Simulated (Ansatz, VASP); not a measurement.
# ScAl: VASP beside Ansatz

POSCAR

```
ScAl
1.0
    3.3690951253      0.0000000000      0.0000000000
    0.0000000000      3.3690951253      0.0000000000
    0.0000000000      0.0000000000      3.3690951253
Sc Al
1 1
Direct
    0.5356284281      0.5000000000      0.5000000000
   -0.0593631205      0.0000000000      0.0000000000
```

The input INCAR.step1:

```
SYSTEM = ScAl
ALGO = Normal ; EDIFF = 1E-4
ENCUT = 520 ; GGA = PE
ISMEAR = 0 ; LASPH = .TRUE.
LCHARG = .FALSE. ; LREAL = .FALSE.
LWAVE = .TRUE. ; NBANDS = 14
NELM = 60 ; PREC = Accurate
SIGMA = 0.15
```

The input INCAR.step2:

```
SYSTEM = ScAl
ALGO = Normal ; EDIFF = 1E-6
ENCUT = 520 ; ISIF = 2
ISMEAR = 0 ; ISTART = 1
LASPH = .TRUE. ; LCHARG = .FALSE.
LMIXTAU = .TRUE. ; LREAL = .FALSE.
LWAVE = .FALSE. ; METAGGA = R2SCAN
NBANDS = 14 ; NELM = 60
PREC = Accurate ; SIGMA = 0.15
```

Contents of KPOINTS:

```
k-points
0
G
  18 18 18
  0 0 0
```

Input for Ansatz:

```yaml
crystal:
  lattice:
    - [3.3690951253, 0.0, 0.0]
    - [0.0, 3.3690951253, 0.0]
    - [0.0, 0.0, 3.3690951253]
  atoms:
    - { symbol: Sc, position: [0.5356284281, 0.5, 0.5] }
    - { symbol: Al, position: [-0.0593631205, 0.0, 0.0] }
basis:
  ecutwfc: 500
kpoints:
  mp_grid: { grid: [18, 18, 18] }
hamiltonian:
  xc: r2scan
scf:
  occupations: { method: gaussian, width: 0.15 }
output:
  forces: true
  stress: true
  eigenvalues: true
```

Change from the starting cell: mode 4 (294.4 1/cm) frozen in, largest displacement -0.200 Å.

Alike in both runs: task single point; functional r2SCAN; k mesh 18 × 18 × 18; occupations gaussian, width 0.15 eV; no spin polarisation.

|  | VASP | Ansatz |
| --- | --- | --- |
| version | VASP 6.6.1 | Ansatz 0.2.0 |
| potentials or method | VASP PAW PBE potentials, release 64 (Sc_sv, Al), cutoff 520 eV | scalar-relativistic, plane waves, PAW |
| valence electrons in the cell | 14 | 14 |

Ansatz gave:

```
gap on the k mesh at the Fermi level (eV)                     : none
pressure (GPa)                                                : 2.9
traceless stress, the component that is largest in VASP (GPa) : -1.28
rms of the force components (eV/Å)                            : 0.977
```

**Question.** Estimate VASP's values.

**Answer.** gap on the k mesh at the Fermi level (eV): none; pressure (GPa): 3.0; traceless stress, the component that is largest in VASP (GPa): -1.32; rms of the force components (eV/Å): 0.983.

VASP's potentials were made for PBE, not for r2SCAN. Atom by atom the forces differ by 0.006 eV/Å (rms over components). A gap of «none» marks a metal or a gap that the smearing closes.
